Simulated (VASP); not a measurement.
# Ni (Fd-3m) in VASP: density of states with PBEsol

Aim: the density of states of Ni with PBEsol.

Program: VASP 6.6.1. These are calculated values, not measurements. Logs are shortened: lines on timing, memory, paths and dates and some standing lists are left out, and cuts for length are marked.

### 1 The cell of the first run

Symmetry: Fd-3m, No. 227, cubic system. The conventional cell has a = 4.837 Å, b = 4.837 Å, c = 4.837 Å, α = 90.00°, β = 90.00°, γ = 90.00°. Ni (site symmetry -43m) has 4 Ni at 2.09 Å within 2.8 Å.

### 2 Density of states, PBEsol, collinear spin, ferromagnetic start (volume scaled by 0.9)

The input, POSCAR:

```
Ni
1.0
    0.0000000000      2.4182848600      2.4182848600
    2.4182848600      0.0000000000      2.4182848600
    2.4182848600      2.4182848600      0.0000000000
Ni
2
Direct
   -0.1250000000     -0.1250000000     -0.1250000000
    0.1250000000      0.1250000000      0.1250000000
```

The input, INCAR.step1:

```
PREC     = Accurate       # precision mode
ENCUT    = 520            # plane-wave cutoff, eV
EDIFF    = 1E-6           # SCF threshold, eV
ISMEAR   = -1             # smearing method
SIGMA    = 0.08           # smearing width, eV
LREAL    = False          # projectors in reciprocal space
LASPH    = True           # aspherical terms in the spheres
NELM     = 150            # most SCF steps
ALGO     = Normal         # electronic algorithm
ISIF     = 2              # what is computed and relaxed
LWAVE    = False          # write WAVECAR
LCHARG   = True           # write CHGCAR
ISPIN    = 2              # spin polarisation
MAGMOM   = 1 1            # initial moments
LMAXMIX  = 4              # l up to which the mixer works
GGA      = PS             # functional
NBANDS   = 21             # bands
```

The input, KPOINTS.step1:

```
Automatic mesh
0
Gamma
  14 14 14
```

The input, INCAR.step2:

```
PREC     = Accurate       # precision mode
ENCUT    = 520            # plane-wave cutoff, eV
EDIFF    = 1E-6           # SCF threshold, eV
ISMEAR   = -5             # smearing method
SIGMA    = 0.08           # smearing width, eV
LREAL    = False          # projectors in reciprocal space
LASPH    = True           # aspherical terms in the spheres
NELM     = 150            # most SCF steps
ALGO     = Normal         # electronic algorithm
ISIF     = 2              # what is computed and relaxed
LWAVE    = False          # write WAVECAR
LCHARG   = False          # write CHGCAR
ISPIN    = 2              # spin polarisation
MAGMOM   = 1 1            # initial moments
LORBIT   = 11             # projections on sites
LMAXMIX  = 4              # l up to which the mixer works
GGA      = PS             # functional
NEDOS    = 2001           # points of the DOS
ICHARG   = 11             # starting density
```

The input, KPOINTS.step2:

```
Automatic mesh
0
Gamma
  21 21 21
```

Potentials or basis: VASP PAW PBE potentials, release 64 (Ni).

Launch:

```sh
> cat potpaw_PBE.64/Ni/POTCAR > POTCAR
> cp INCAR.step1 INCAR
> cp KPOINTS.step1 KPOINTS
> mpirun -np 1 vasp_std > vasp.out
> cp INCAR.step2 INCAR
> cp KPOINTS.step2 KPOINTS
> mpirun -np 1 vasp_std > vasp.out
```

OUTCAR:

```text
PREC = Accurate
   ENCUT = 520
   EDIFF = 1E-6
   ISMEAR = -5
   LREAL = False
   LASPH = True
   NELM = 150
   ISIF = 2
   ISPIN = 2
   LORBIT = 11
   GGA = PS
   ICHARG = 11

 ion  position               nearest neighbor table
   1  0.875  0.875  0.875-   2 2.09   2 2.09   2 2.09   2 2.09
   2  0.125  0.125  0.125-   1 2.09   1 2.09   1 2.09   1 2.09

  LATTYP: Found a face centered cubic cell.
 ALAT       =     4.8365697200

  Lattice vectors:

 A1 = (   0.0000000000,   2.4182848600,   2.4182848600)
 A2 = (   2.4182848600,   0.0000000000,   2.4182848600)
 A3 = (   2.4182848600,   2.4182848600,   0.0000000000)

Analysis of symmetry for initial positions (statically):
=====================================================================
 Subroutine PRICEL returns:
 Original cell was already a primitive cell.

 Routine SETGRP: Setting up the symmetry group for a
 face centered cubic supercell.

 Subroutine GETGRP returns: Found 48 space group operations
 (whereof 12 operations were pure point group operations)
 out of a pool of 48 trial point group operations.

The static configuration has the point symmetry D_3d.
 The point group associated with its full space group is O_h .

Analysis of symmetry for dynamics (positions and initial velocities):
=====================================================================
 Subroutine PRICEL returns:
 Original cell was already a primitive cell.

 Routine SETGRP: Setting up the symmetry group for a
 face centered cubic supercell.

 Subroutine GETGRP returns: Found 48 space group operations
 (whereof 12 operations were pure point group operations)
 out of a pool of 48 trial point group operations.

The dynamic configuration has the point symmetry D_3d.
 The point group associated with its full space group is O_h .

Analysis of structural, dynamic, and magnetic symmetry:
=====================================================================
 Subroutine PRICEL returns:
 Original cell was already a primitive cell.

 Routine SETGRP: Setting up the symmetry group for a
 face centered cubic supercell.

 Subroutine GETGRP returns: Found 48 space group operations
 (whereof 12 operations were pure point group operations)
 out of a pool of 48 trial point group operations.

The overall configuration has the point symmetry D_3d.
 The point group associated with its full space group is O_h .

 Subroutine INISYM returns: Found 48 space group operations
 (whereof 12 operations are pure point group operations),
 and found     1 'primitive' translations

----------------------------------------------------------------------------------------

                                     Primitive cell

  volume of cell :      28.2848

  direct lattice vectors                    reciprocal lattice vectors
     0.000000000  2.418284860  2.418284860    -0.206758107  0.206758107  0.206758107
     2.418284860  0.000000000  2.418284860     0.206758107 -0.206758107  0.206758107
     2.418284860  2.418284860  0.000000000     0.206758107  0.206758107 -0.206758107

  length of vectors
     3.419971247  3.419971247  3.419971247     0.358115546  0.358115546  0.358115546

  position of ions in fractional coordinates (direct lattice)
     0.875000000  0.875000000  0.875000000
     0.125000000  0.125000000  0.125000000

  ion indices of the primitive-cell ions
   primitive index   ion index
                 1           1
                 2           2

----------------------------------------------------------------------------------------

 KPOINTS: Automatic mesh

Automatic generation of k-mesh.
 Grid dimensions read from file:
 generate k-points for:   21   21   21

 Generating k-lattice:

  Cartesian coordinates                     Fractional coordinates (reciprocal lattice)
    -0.009845624  0.009845624  0.009845624     0.047619048  0.000000000  0.000000000
     0.009845624 -0.009845624  0.009845624     0.000000000  0.047619048  0.000000000
     0.009845624  0.009845624 -0.009845624     0.000000000  0.000000000  0.047619048

  Length of vectors
     0.017053121  0.017053121  0.017053121

  Shift w.r.t. Gamma in fractional coordinates (k-lattice)
     0.000000000  0.000000000  0.000000000

 TETIRR: Found   1276 inequivalent tetrahedra from    55566
[... 42 lines left out ...]
   PREC   = accura    normal or accurate (medium, high low for compatibility)
   ISTART =      0    job   : 0-new  1-cont  2-samecut
   ICHARG =     11    charge: 1-file 2-atom 10-const
   ISPIN  =      2    spin polarized calculation?
   LNONCOLLINEAR =      F non collinear calculations
   LSORBIT =      F    spin-orbit coupling
   LASPH  =      T    aspherical Exc in radial PAW
   ENCUT  =  520.0 eV  38.22 Ry    6.18 a.u.   6.36  6.36  6.36*2*pi/ulx,y,z
   NELM   =    150;   NELMIN=  2; NELMDL=  0     # of ELM steps
   EDIFF  = 0.1E-05   stopping-criterion for ELM
   LREAL  =      F    real-space projection
   EDIFFG = 0.1E-04   stopping-criterion for IOM
   NSW    =      0    number of steps for IOM
   IBRION =     -1    ionic relax: 0-MD 1-quasi-New 2-CG
   NFREE  =      0    steps in history (QN), initial steepest desc. (CG)
   ISIF   =      2    stress and relaxation
   ISYM   =      2    0-nonsym 1-usesym 2-fastsym
   POTIM  = 0.5000    time-step for ionic-motion
   TEBEG  =    0.0;   TEEND  =   0.0 temperature during run
   PSTRESS=    0.0 pullay stress
   NELECT =      20.0000    total number of electrons
   NUPDOWN=      -1.0000    fix difference up-down
   EMIN   =  10.00;   EMAX   =-10.00  energy-range for DOS
   EFERMI =   0.00;   METHOD = LEGACY
   ISMEAR =    -5;   SIGMA  =   0.08  broadening in eV -4-tet -1-fermi 0-gaus
   EFERMI_NEDOS =   21; number of points for ismear=-14 and -15
   IALGO  =     38    algorithm
   IMIX   =      4    mixing-type and parameters
     AMIX     =   0.40;   BMIX     =  1.00
     AMIX_MAG =   1.60;   BMIX_MAG =  1.00
  volume/ion in A,a.u.               =      14.14        95.44
  Fermi-wavevector in a.u.,A,eV,Ry     =   1.458481  2.756129 28.941853  2.127166
  Thomas-Fermi vector in A             =   2.575160
   LORBIT       =     11    0 simple, 1 ext, 2 COOP (PROOUT), +10 PAW based schemes
   GGA     = PS    functional components
   LHFCALC =     F    Hartree Fock is set to
   AEXX    =    0.0000 exact exchange contribution
   IVDW    =     0    specifies the selected vdW correction
   LEPSILON=     F    determine dielectric tensor
   LRPA    =     F    only Hartree local field effects (RPA)
 spin polarized calculation
 Fermi weights with tetrahedron method with Bloechl corrections
  energy-cutoff  :      520.00
  volume of cell :       28.28
 maximum number of plane-waves:       777
 NGX is ok and might be reduce to    28

 number of electron      19.9999986 magnetization       1.5576229

 Free energy of the ion-electron system (eV)
  ---------------------------------------------------
  ext. energy  EPLUGINS =         0.00000000
  ---------------------------------------------------
  free energy    TOTEN  =        -9.47238879 eV

  energy without entropy =       -9.47238879  energy(sigma->0) =       -9.47238879

 E-fermi :   6.1645     XC(G=0): -11.6757

 val. band max:        6.2229961786   @ k =  -0.3810   0.2857   0.0952
 cond. band min:       6.1556896146   @ k =   0.4762   0.0000   0.0000
 fundamental gap:     -0.0673065641
 Fermi energy:         6.1644919763

 spin component 1

 k-point     1 :       0.0000    0.0000    0.0000
  band No.  band energies     occupation
      1      -1.2915      1.00000
      2       2.4075      1.00000
      3       2.4075      1.00000
      4       2.5131      1.00000
      5       2.5131      1.00000
      6       2.5131      1.00000
      7       4.2426      1.00000
      8       4.2426      1.00000
      9       4.2426      1.00000
     10       5.4453      1.00000
     11       5.4453      1.00000
     12      19.2419      0.00000
     13      19.2419      0.00000
     14      19.2420      0.00000
[... 403 lines left out ...]
      4       2.6069      1.00000
      5       2.6921      1.00000
      6       2.8113      1.00000
      7       3.8713      1.00000
      8       4.4553      1.00000
      9       4.6541      1.00000
     10       5.2497      1.00000
     11       5.3794      1.00000
     12       8.0119      0.00000
     13      15.1706      0.00000
     14      15.9941      0.00000
     15      18.7908      0.00000

 [... further k-points ...]

 spin component 2

 k-point     1 :       0.0000    0.0000    0.0000
  band No.  band energies     occupation
      1      -1.2620      1.00000
      2       3.1294      1.00000
      3       3.1294      1.00000
      4       3.2360      1.00000
      5       3.2360      1.00000
      6       3.2360      1.00000
      7       5.0380      1.00000
      8       5.0380      1.00000
      9       5.0380      1.00000
     10       6.3513      0.00000
     11       6.3513      0.00000
     12      19.4341      0.00000
     13      19.4341      0.00000
     14      19.4343      0.00000
[... 403 lines left out ...]
      4       3.3189      1.00000
      5       3.4324      1.00000
      6       3.5493      1.00000
      7       4.2489      1.00000
      8       5.2736      1.00000
      9       5.4698      1.00000
     10       6.1403      0.96398
     11       6.2799      0.00000
     12       8.4915      0.00000
     13      15.3352      0.00000
     14      16.1505      0.00000
     15      18.8383      0.00000

 [... further k-points ...]

------------------------ aborting loop because EDIFF is reached ----------------------------------------

  FORCE on cell =-STRESS in cart. coord.  units (eV):
  Direction    XX          YY          ZZ          XY          YZ          ZX
  --------------------------------------------------------------------------------------
  -------------------------------------------------------------------------------------
  Total        2.1075107      2.1075107      2.1075107     -0.0000000     -0.0000000     -0.0000000
  in kB      119.3790212    119.3790212    119.3790212     -0.0000000     -0.0000000     -0.0000000
  external PRESSURE =     119.3790212 kB  Pullay stress =       0.0000000 kB

 VOLUME and BASIS-vectors are now :
 -----------------------------------------------------------------------------
  energy-cutoff  :      520.00
  volume of cell :       28.28
      direct lattice vectors                 reciprocal lattice vectors
     0.000000000  2.418284860  2.418284860    -0.206758107  0.206758107  0.206758107
     2.418284860  0.000000000  2.418284860     0.206758107 -0.206758107  0.206758107
     2.418284860  2.418284860  0.000000000     0.206758107  0.206758107 -0.206758107

 POSITION                                       TOTAL-FORCE (eV/Angst)
 -----------------------------------------------------------------------------------
      4.23200      4.23200      4.23200         0.000000      0.000000      0.000000
      0.60457      0.60457      0.60457        -0.000000     -0.000000     -0.000000
 -----------------------------------------------------------------------------------
    total drift:                                0.000000      0.000000     -0.000000

  FREE ENERGIE OF THE ION-ELECTRON SYSTEM (eV)
  ---------------------------------------------------
  free  energy   TOTEN  =        -9.4723887854 eV

  energy  without entropy=       -9.4723887854  energy(sigma->0) =       -9.47238879

 total charge

# of ion       s       p       d       tot
------------------------------------------
    1        0.599   0.450   8.394   9.443
    2        0.599   0.450   8.394   9.443
--------------------------------------------------
tot          1.198   0.899  16.788  18.886

 magnetization (x)

# of ion       s       p       d       tot
------------------------------------------
    1       -0.014  -0.015   0.800   0.770
    2       -0.014  -0.015   0.800   0.770
--------------------------------------------------
tot         -0.029  -0.030   1.600   1.541
```

Run time: 4.2 min. Hardware: 1 thread of AMD EPYC 9R45 (Zen 5), shared host; peak memory 0.26 GiB.

Results:

- Net moment: 1.56 μB per cell
- Site moments: Ni +0.77 μB
- Valence electrons inside the program's atomic spheres: Ni 9.44

Levels at points of the mesh, in eV from the Fermi level:
Spin up:
| k point | band 8 | band 9 | band 10 | band 11 | band 12 | band 13 | band 14 | band 15 |
| --- | --- | --- | --- | --- | --- | --- | --- | --- |
| (0.00, 0.00, 0.00) | -1.92 | -1.92 | -0.72 | -0.72 | 13.08 | 13.08 | 13.08 | 13.45 |
Spin down:
```csv
k point,band 7,band 8,band 9,band 10,band 11,band 12
"(0.00, 0.00, 0.00)",-1.13,-1.13,-1.13,0.19,0.19,13.27
```

Caveat: the PAW data sets were made with another functional, which shifts forces and pressure a little; tetrahedron occupations give inexact forces and stress in metals.
